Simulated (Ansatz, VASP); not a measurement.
# One calculation of ZrO2, two programs

```xyz
6
Lattice="3.6015 0.0000 0.0000 0.0000 3.6015 0.0000 0.0000 0.0000 5.2281" Properties=species:S:1:pos:R:3 pbc="T T T"
Zr    0.0000    0.0000    0.0000
Zr    1.8007    1.8007    2.6141
O     0.0000    1.8007    1.0288
O     0.0000    1.8007    3.6428
O     1.8007    0.0000    1.5853
O     1.8007    0.0000    4.1993
```

Alike in both runs: functional r2SCAN; k mesh 8 × 8 × 6; occupations fermi-dirac, width 0.1 eV; no spin polarisation.

Ansatz relaxed the structure, and its values are those at the end. VASP's run is a single point on that final structure, the one shown.

|  | VASP | Ansatz |
| --- | --- | --- |
| version | VASP 6.6.1 | Ansatz 0.2.0 |
| potentials or method | VASP PAW PBE potentials, release 64 (Zr_sv, O) | PAW with Ansatz's default frozen-core files, scalar-relativistic |
| plane-wave cutoff (eV) | 660 | 500 |
| valence electrons in the cell | 48 | 48 |

Ansatz gave:

```
pressure (GPa)                     : 0.0
rms of the force components (eV/Å) : 0.000
```

Estimate VASP's values.

pressure (GPa): 0.1; rms of the force components (eV/Å): 0.011.

VASP's potentials were made for PBE, not for r2SCAN.
